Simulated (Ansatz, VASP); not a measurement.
**One calculation of KI, two programs**

POSCAR

```
KI
1.0
    4.2909401063      0.0000000000      0.0000000000
    0.0000000000      4.2909401063      0.0000000000
    0.0000000000      0.0000000000      4.2909401063
K I
1 1
Direct
    0.0000000000      0.0000000000      0.0000000000
    0.5000000000      0.5000000000      0.5000000000
```

The input INCAR.step1:

```
SYSTEM = KI
  PREC = Accurate
  ENCUT = 520
  ISMEAR = 0
  SIGMA = 0.01
  LREAL = .FALSE.
  LASPH = .TRUE.
  NELM = 100
  NBANDS = 15
  GGA = PE
  ALGO = Normal
  EDIFF = 1E-4
  LWAVE = .TRUE.
  LCHARG = .FALSE.
```

Contents of INCAR.step2:

```
SYSTEM = KI
  PREC = Accurate
  ENCUT = 520
  EDIFF = 1E-7
  ISMEAR = 0
  SIGMA = 0.01
  LREAL = .FALSE.
  LASPH = .TRUE.
  NELM = 100
  ALGO = Normal
  ISIF = 2
  LWAVE = .FALSE.
  LCHARG = .FALSE.
  METAGGA = R2SCAN
  LMIXTAU = .TRUE.
  NBANDS = 15
  ISTART = 1
```

File KPOINTS:

```
Automatic mesh
0
G
  4 4 4
  0 0 0
```

Input for Ansatz:

```yaml
crystal:
  lattice:
    - [4.2909401063, 0.0, 0.0]
    - [0.0, 4.2909401063, 0.0]
    - [0.0, 0.0, 4.2909401063]
  atoms:
    - { symbol: K, position: [0.0, 0.0, 0.0] }
    - { symbol: I, position: [0.5, 0.5, 0.5] }
kpoints:
  mp_grid: { grid: [4, 4, 4] }
hamiltonian:
  xc: r2scan
scf:
  occupations: { method: fixed }
  n_extra_bands: 4
output:
  forces: true
  stress: true
  eigenvalues: true
basis:
  ecutwfc: 900
```

Alike in both runs: task single point; functional r2SCAN; k mesh 4 × 4 × 4; no spin polarisation.

|  | VASP | Ansatz |
| --- | --- | --- |
| version | VASP 6.6.1 | Ansatz 0.2.0 |
| potentials or method | VASP PAW PBE potentials, release 64 (K_sv, I), cutoff 520 eV | plane waves |
| occupations | gaussian, width 0.01 eV | fixed |
| valence electrons in the cell | 16 | 26 |

```tsv
	VASP	Ansatz	Ansatz less VASP
gap on the k mesh at the Fermi level (eV)	4.04	4.04	+0.002
pressure (GPa)	0.1	0.1	+0.01
```

VASP's potentials were made for PBE, not for r2SCAN. VASP's potentials hold 16 valence electrons a cell and Ansatz's 26, so a difference there can come from the potentials and not from the codes.

Neither program's run includes spin-orbit coupling.
